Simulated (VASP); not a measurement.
Here is a VASP 6.6.1 calculation.

File INCAR:

```
SYSTEM = As
  PREC = Accurate
  ENCUT = 500
  EDIFF = 1E-6
  ISMEAR = 1
  SIGMA = 0.016
  LREAL = .False.
  LASPH = .True.
  NELM = 120
  ALGO = Normal
  ISIF = 2
  LWAVE = .False.
  LCHARG = .False.
  GGA = RE
  ISYM = 0
  NBANDS = 12
  GGA_COMPAT = .False.
```

File KPOINTS:

```
Automatic mesh
0
Gamma
  3 3 3
  0.5 0.5 0
```

POSCAR

```
As
1.0
    1.9404279870      1.1203066206      3.5982910581
   -1.9404279870      1.1203066206      3.5982910581
    0.0000000000     -2.2406132413      3.5982910581
As
2
Direct
    0.2275400000      0.2275400000      0.2275400000
    0.7724600000      0.7724600000      0.7724600000
```

Potentials or basis: VASP PAW PBE potentials, release 64 (As).

Launch:

```bash
$ cat potpaw_PBE.64/As/POTCAR > POTCAR
$ mpirun -np 1 vasp_std > vasp.out
```

Problem. Predict the band gap on the k mesh.

Solution. 0.77 eV, direct.

Problem. What does it give for the pressure?

Solution. -1.9 GPa.

Problem. Estimate the largest force.

Solution. 0.056 eV/Å.

Stress tensor (GPa, compression positive):
```
-2.90  0.00  0.00
 0.00 -2.90  0.00
 0.00  0.00  0.22
```

Caveat: the k points lie up to 0.65 Å⁻¹ apart; the PAW data sets were made with another functional, which shifts forces and pressure a little. A k mesh can miss the band edges.
